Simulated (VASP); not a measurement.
# W2N3 (Cm) in VASP: single point with r2SCAN

Aim: the single point of W2N3 with r2SCAN.

All numbers are computed with VASP 6.6.1; they aren't measurements. Logs are shortened: lines on timing, memory, paths and dates and some standing lists are left out, and cuts for length are marked.

**1. The cell of the first run**

Symmetry: Cm, No. 8, monoclinic system. Conventional cell: a = 5.003 Å, b = 8.612 Å, c = 5.353 Å, α = 90.00°, β = 108.35°, γ = 90.00°. W (site symmetry 1) has 6 N at 2.09 to 2.13 Å within 2.8 Å. Within 2.7 Å of W (site symmetry m) lie 6 N at 2.07 to 2.09 Å. Within 2.6 Å of W (site symmetry m) lie 6 N at 1.98 to 2.11 Å. N (site symmetry m) has 4 W at 1.98 to 2.11 Å and 1 N at 2.56 Å within 2.6 Å. Within 2.7 Å of N (site symmetry 1) lie 4 W at 2.01 to 2.13 Å and 1 N at 2.56 Å. Within 2.8 Å of N (site symmetry 1) lie 4 W at 2.09 to 2.11 Å and 3 N at 2.56 to 2.77 Å. Within 2.8 Å of N (site symmetry m) lie 4 W at 2.09 to 2.11 Å and 3 N at 2.56 to 2.77 Å.

**2. Single point, r2SCAN**

Contents of POSCAR:

```
W2N3
1.0
    2.5016804927     -4.3058397411      0.0000000000
    2.5016804927      4.3058397411      0.0000000000
   -1.6846897359      0.0000000000      5.0804825965
W N
4 6
Direct
    0.0063762900      0.6693099000      0.0090724000
    0.3225142000      0.3225142000      0.9842851500
    0.6693099000      0.0063762900      0.0090724000
    0.5081610000      0.5081610000      0.5213912300
    0.9061862100      0.9061862100      0.7498649500
    0.2550140300      0.5880159800      0.7471312300
    0.5880159800      0.2550140300      0.7471312300
    0.4195625400      0.7358704200      0.2505613500
    0.0963264300      0.0963264300      0.2529286900
    0.7358704200      0.4195625400      0.2505613500
```

Contents of INCAR.step1:

```
PREC = Accurate
ENCUT = 520
ISMEAR = 0
SIGMA = 0.1
LREAL = F
LASPH = T
NELM = 60
NBANDS = 54
GGA = PE
ALGO = Normal
EDIFF = 1E-4
LWAVE = T
LCHARG = F
```

Contents of INCAR.step2:

```
PREC = Accurate
ENCUT = 520
EDIFF = 1E-7
ISMEAR = 0
SIGMA = 0.1
LREAL = F
LASPH = T
NELM = 60
ALGO = Normal
ISIF = 2
LWAVE = F
LCHARG = F
METAGGA = R2SCAN
LMIXTAU = T
NBANDS = 54
ISTART = 1
```

Contents of KPOINTS:

```
regular mesh
0
Gamma
  4 4 4
```

Potentials or basis: VASP PAW PBE potentials, release 64 (W_sv, N).

Launch:

```sh
$ cat potpaw_PBE.64/W_sv/POTCAR potpaw_PBE.64/N/POTCAR > POTCAR
$ cp INCAR.step1 INCAR
$ mpirun -np 1 vasp_std > vasp.out
$ cp INCAR.step2 INCAR
$ mpirun -np 1 vasp_std > vasp.out
```

OUTCAR:

```text
PREC = Accurate
   ENCUT = 520
   EDIFF = 1E-7
   ISMEAR = 0
   LREAL = F
   LASPH = T
   NELM = 60
   ISIF = 2
   METAGGA = R2SCAN
   ISTART = 1

 ion  position               nearest neighbor table
   1  0.006  0.669  0.009-   8 2.09   9 2.10  10 2.11   5 2.11   7 2.11   6 2.13   2 2.86   2 2.86
                             3 2.87   3 2.87   3 2.90   2 2.93   4 2.99
   2  0.323  0.323  0.984-   5 2.07   6 2.08   7 2.08   8 2.09  10 2.09   9 2.09   4 2.73   1 2.86
                             3 2.86   1 2.86   3 2.86   4 2.91   1 2.93   3 2.93
   3  0.669  0.006  0.009-  10 2.09   9 2.10   8 2.11   5 2.11   6 2.11   7 2.13   2 2.86   2 2.86
                             1 2.87   1 2.87   1 2.90   2 2.93   4 2.99
   4  0.508  0.508  0.521-   5 1.98   6 2.01   7 2.01   8 2.10  10 2.10   9 2.11   2 2.73   2 2.91
                             3 2.99   1 2.99
   5  0.906  0.906  0.750-   4 1.98   2 2.07   3 2.11   1 2.11
   6  0.255  0.588  0.747-   4 2.01   2 2.08   3 2.11   1 2.13
   7  0.588  0.255  0.747-   4 2.01   2 2.08   1 2.11   3 2.13
   8  0.420  0.736  0.251-   1 2.09   2 2.09   4 2.10   3 2.11
   9  0.096  0.096  0.253-   2 2.09   1 2.10   3 2.10   4 2.11
  10  0.736  0.420  0.251-   3 2.09   2 2.09   4 2.10   1 2.11

  LATTYP: Found a base centered monoclinic cell.
 ALAT       =     5.0033609854
 B/A-ratio  =     1.7211789250
 C/A-ratio  =     1.0697851284
 COS(beta)  =    -0.3147469540

  Lattice vectors:

 A1 = (   2.5016804927,  -4.3058397411,   0.0000000000)
 A2 = (   2.5016804927,   4.3058397411,   0.0000000000)
 A3 = (  -1.6846897359,   0.0000000000,   5.0804825965)

Analysis of symmetry for initial positions (statically):
=====================================================================
 Subroutine PRICEL returns:
 Original cell was already a primitive cell.

 Routine SETGRP: Setting up the symmetry group for a
 base centered monoclinic supercell.

 Subroutine GETGRP returns: Found  2 space group operations
 (whereof  2 operations were pure point group operations)
 out of a pool of  4 trial point group operations.

The static configuration has the point symmetry C_1h.

Analysis of symmetry for dynamics (positions and initial velocities):
=====================================================================
 Subroutine PRICEL returns:
 Original cell was already a primitive cell.

 Routine SETGRP: Setting up the symmetry group for a
 base centered monoclinic supercell.

 Subroutine GETGRP returns: Found  2 space group operations
 (whereof  2 operations were pure point group operations)
 out of a pool of  4 trial point group operations.

The dynamic configuration has the point symmetry C_1h.

 Subroutine INISYM returns: Found  2 space group operations
 (whereof  2 operations are pure point group operations),
 and found     1 'primitive' translations

----------------------------------------------------------------------------------------

                                     Primitive cell

  volume of cell :     109.4522

  direct lattice vectors                    reciprocal lattice vectors
     2.501680493 -4.305839741  0.000000000     0.199865651 -0.116121368  0.066275517
     2.501680493  4.305839741  0.000000000     0.199865651  0.116121368  0.066275517
    -1.684689736  0.000000000  5.080482596     0.000000000  0.000000000  0.196831695

  length of vectors
     4.979825415  4.979825415  5.352521174     0.240463915  0.240463915  0.196831695

  position of ions in fractional coordinates (direct lattice)
     0.006376290  0.669309900  0.009072400
     0.322514200  0.322514200  0.984285150
     0.669309900  0.006376290  0.009072400
     0.508161000  0.508161000  0.521391230
     0.906186210  0.906186210  0.749864950
     0.255014030  0.588015980  0.747131230
     0.588015980  0.255014030  0.747131230
     0.419562540  0.735870420  0.250561350
     0.096326430  0.096326430  0.252928690
     0.735870420  0.419562540  0.250561350

  ion indices of the primitive-cell ions
   primitive index   ion index
                 1           1
                 2           2
                 3           3
                 4           4
                 5           5
                 6           6
                 7           7
                 8           8
                 9           9
                10          10

----------------------------------------------------------------------------------------

 KPOINTS: regular mesh

Automatic generation of k-mesh.
 Grid dimensions read from file:
 generate k-points for:    4    4    4

 Generating k-lattice:

  Cartesian coordinates                     Fractional coordinates (reciprocal lattice)
     0.049966413 -0.029030342  0.016568879     0.250000000 -0.000000000  0.000000000
     0.049966413  0.029030342  0.016568879    -0.000000000  0.250000000  0.000000000
     0.000000000  0.000000000  0.049207924     0.000000000  0.000000000  0.250000000

  Length of vectors
     0.060115979  0.060115979  0.049207924

  Shift w.r.t. Gamma in fractional coordinates (k-lattice)
     0.000000000  0.000000000  0.000000000

 Subroutine IBZKPT returns following result:
 ===========================================

 Found     24 irreducible k-points:

 Following reciprocal coordinates:
            Coordinates               Weight
  0.000000  0.000000  0.000000      1.000000
  0.250000 -0.000000 -0.000000      4.000000
  0.500000 -0.000000 -0.000000      2.000000
  0.250000  0.250000 -0.000000      2.000000
  0.500000  0.250000  0.000000      4.000000
 -0.250000  0.250000  0.000000      2.000000
[... 16 lines left out ...]
 -0.250000  0.250000  0.500000      2.000000
  0.500000  0.500000  0.500000      1.000000
   k-points           NKPTS =     24   k-points in BZ     NKDIM =     24   number of bands    NBANDS=     54
   number of dos      NEDOS =    301   number of ions     NIONS =     10
   total plane-waves  NPLWV =  64000
   dimension x,y,z NGX =    40 NGY =   40 NGZ =   40
   dimension x,y,z NGXF=    80 NGYF=   80 NGZF=   80
   ions per type =               4   6
   NGX,Y,Z   is equivalent  to a cutoff of  13.35, 13.35, 12.42 a.u.
   NGXF,Y,Z  is equivalent  to a cutoff of  26.71, 26.71, 24.85 a.u.
 SYSTEM =  unknown system
   PREC   = accura    normal or accurate (medium, high low for compatibility)
   ISTART =      1    job   : 0-new  1-cont  2-samecut
   ICHARG =      0    charge: 1-file 2-atom 10-const
   ISPIN  =      1    spin polarized calculation?
   LNONCOLLINEAR =      F non collinear calculations
   LSORBIT =      F    spin-orbit coupling
   LASPH  =      T    aspherical Exc in radial PAW
   ENCUT  =  520.0 eV  38.22 Ry    6.18 a.u.   9.26  9.26  9.95*2*pi/ulx,y,z
   NELM   =     60;   NELMIN=  2; NELMDL=  0     # of ELM steps
   EDIFF  = 0.1E-06   stopping-criterion for ELM
   LREAL  =      F    real-space projection
   EDIFFG = 0.1E-05   stopping-criterion for IOM
   NSW    =      0    number of steps for IOM
   IBRION =     -1    ionic relax: 0-MD 1-quasi-New 2-CG
   NFREE  =      0    steps in history (QN), initial steepest desc. (CG)
   ISIF   =      2    stress and relaxation
   ISYM   =      2    0-nonsym 1-usesym 2-fastsym
   POTIM  = 0.5000    time-step for ionic-motion
   TEBEG  =    0.0;   TEEND  =   0.0 temperature during run
   PSTRESS=    0.0 pullay stress
   NELECT =      86.0000    total number of electrons
   NUPDOWN=      -1.0000    fix difference up-down
   EMIN   =  10.00;   EMAX   =-10.00  energy-range for DOS
   EFERMI =   0.00;   METHOD = LEGACY
   ISMEAR =     0;   SIGMA  =   0.10  broadening in eV -4-tet -1-fermi 0-gaus
   EFERMI_NEDOS =   21; number of points for ismear=-14 and -15
   IALGO  =     38    algorithm
   IMIX   =      4    mixing-type and parameters
     AMIX     =   0.40;   BMIX     =  1.00
     AMIX_MAG =   1.60;   BMIX_MAG =  1.00
  volume/ion in A,a.u.               =      10.95        73.86
  Fermi-wavevector in a.u.,A,eV,Ry     =   1.510658  2.854729 31.049678  2.282087
  Thomas-Fermi vector in A             =   2.620818
   LORBIT       =      0    0 simple, 1 ext, 2 COOP (PROOUT), +10 PAW based schemes
   METAGGA = R2SCAN    functional components
   LHFCALC =     F    Hartree Fock is set to
   AEXX    =    0.0000 exact exchange contribution
   IVDW    =     0    specifies the selected vdW correction
   LEPSILON=     F    determine dielectric tensor
   LRPA    =     F    only Hartree local field effects (RPA)
 non-spin polarized calculation
 Gauss-broadening in eV      SIGMA  =   0.10
  energy-cutoff  :      520.00
  volume of cell :      109.45
 maximum number of plane-waves:      2969
 NGX is ok and might be reduce to    40
   NGX = 19   NGY = 19   NGZ = 19

 number of electron      86.0000007 magnetization

 Free energy of the ion-electron system (eV)
  ---------------------------------------------------
  ext. energy  EPLUGINS =         0.00000000
  ---------------------------------------------------
  free energy    TOTEN  =      -265.81936119 eV

  energy without entropy =     -265.81910023  energy(sigma->0) =     -265.81923071

 E-fermi :   9.0682     XC(G=0): -13.5402

 val. band max:        8.9288595804   @ k =   0.5000   0.5000  -0.0000
 cond. band min:       9.2067508274   @ k =   0.0000   0.0000   0.5000
 fundamental gap:      0.2778912470
 Fermi energy:         9.0681534700

 k-point     1 :       0.0000    0.0000    0.0000
  band No.  band energies     occupation
      1     -69.2910      2.00000
      2     -68.1425      2.00000
      3     -68.0744      2.00000
      4     -68.0089      2.00000
      5     -33.0886      2.00000
      6     -32.7544      2.00000
[... 46 lines left out ...]
     53      13.3679      0.00000
     54      13.7799      0.00000

 k-point     2 :       0.2500   -0.0000   -0.0000
  band No.  band energies     occupation
      1     -69.2910      2.00000
      2     -68.1306      2.00000
      3     -68.0818      2.00000
      4     -68.0135      2.00000
      5     -33.0851      2.00000
      6     -32.7557      2.00000
[... 46 lines left out ...]
     53      13.2919      0.00000
     54      13.6429      0.00000

 k-point     3 :       0.5000   -0.0000   -0.0000
  band No.  band energies     occupation
      1     -69.2910      2.00000
      2     -68.1107      2.00000
      3     -68.0965      2.00000
      4     -68.0188      2.00000
      5     -33.0811      2.00000
      6     -32.7571      2.00000
[... 46 lines left out ...]
     53      13.1673      0.00000
     54      13.2458      0.00000
[... 1084 lines left out ...]
 k-point    23 :      -0.2500    0.2500    0.5000
  band No.  band energies     occupation
      1     -69.2906      2.00000
      2     -68.1308      2.00000
      3     -68.0811      2.00000
      4     -68.0145      2.00000
      5     -33.0100      2.00000
      6     -32.7654      2.00000
[... 46 lines left out ...]
     53      13.4463      0.00000
     54      13.6971      0.00000

 k-point    24 :       0.5000    0.5000    0.5000
  band No.  band energies     occupation
      1     -69.2906      2.00000
      2     -68.1131      2.00000
      3     -68.0928      2.00000
      4     -68.0206      2.00000
      5     -33.0137      2.00000
      6     -32.7666      2.00000
[... 46 lines left out ...]
     53      12.8259      0.00000
     54      13.0424      0.00000

------------------------ aborting loop because EDIFF is reached ----------------------------------------

  FORCE on cell =-STRESS in cart. coord.  units (eV):
  Direction    XX          YY          ZZ          XY          YZ          ZX
  --------------------------------------------------------------------------------------
  -------------------------------------------------------------------------------------
  Total       -0.0332325     -0.1216510      0.0065233      0.0000000      0.0000000     -0.0092680
  in kB       -0.4864615     -1.7807439      0.0954896      0.0000000      0.0000000     -0.1356664
  external PRESSURE =      -0.7239053 kB  Pullay stress =       0.0000000 kB

 VOLUME and BASIS-vectors are now :
 -----------------------------------------------------------------------------
  energy-cutoff  :      520.00
  volume of cell :      109.45
      direct lattice vectors                 reciprocal lattice vectors
     2.501680493 -4.305839741  0.000000000     0.199865651 -0.116121368  0.066275517
     2.501680493  4.305839741  0.000000000     0.199865651  0.116121368  0.066275517
    -1.684689736  0.000000000  5.080482596     0.000000000  0.000000000  0.196831695

 POSITION                                       TOTAL-FORCE (eV/Angst)
 -----------------------------------------------------------------------------------
      1.67507      2.85449      0.04609         0.006958      0.002027      0.002265
     -0.04456      0.00000      5.00064        -0.020620      0.000000      0.010375
      1.67507     -2.85449      0.04609         0.006958     -0.002027      0.002265
      1.66413      0.00000      2.64892        -0.004255      0.000000     -0.038479
      3.27069      0.00000      3.80968         0.000703      0.000000      0.024085
      0.85031      1.43385      3.79579         0.002206     -0.006273      0.001300
      0.85031     -1.43385      3.79579         0.002206      0.006273      0.001300
      2.46841      1.36197      1.27297         0.011725      0.000311     -0.004985
      0.05585      0.00000      1.28500        -0.017607      0.000000      0.006859
      2.46841     -1.36197      1.27297         0.011725     -0.000311     -0.004985
 -----------------------------------------------------------------------------------
    total drift:                               -0.000294      0.000000     -0.000243

  FREE ENERGIE OF THE ION-ELECTRON SYSTEM (eV)
  ---------------------------------------------------
  free  energy   TOTEN  =      -265.8193611926 eV

  energy  without entropy=     -265.8191002325  energy(sigma->0) =     -265.81923071
```

Run time: 6.9 min. Hardware: 1 thread of Intel Xeon Platinum 8375C at 2.90GHz (Ice Lake), shared host; peak memory 0.32 GiB.

What came out:

- Free energy: -265.8194 eV
- Pressure: -0.1 GPa
- Largest force: 0.039 eV/Å
- Band gap on the k mesh: zero (band 43 reaches 9.21 eV, above the bottom of band 44 at 8.93 eV)

Forces in eV/Å, atoms in the order of the input:
```
W    0.007  0.002  0.002
W   -0.021  0.000  0.010
W    0.007 -0.002  0.002
W   -0.004  0.000 -0.038
N    0.001  0.000  0.024
N    0.002 -0.006  0.001
N    0.002  0.006  0.001
N    0.012  0.000 -0.005
N   -0.018  0.000  0.007
N    0.012  0.000 -0.005
```

Stress tensor (GPa, compression positive):
```
-0.05  0.00 -0.01
 0.00 -0.18  0.00
-0.01  0.00  0.01
```

Caveat: the k points lie up to 0.38 Å⁻¹ apart; the PAW data sets were made with another functional, which shifts forces and pressure a little; spin-orbit coupling is left out, which moves the levels of the heavy elements.
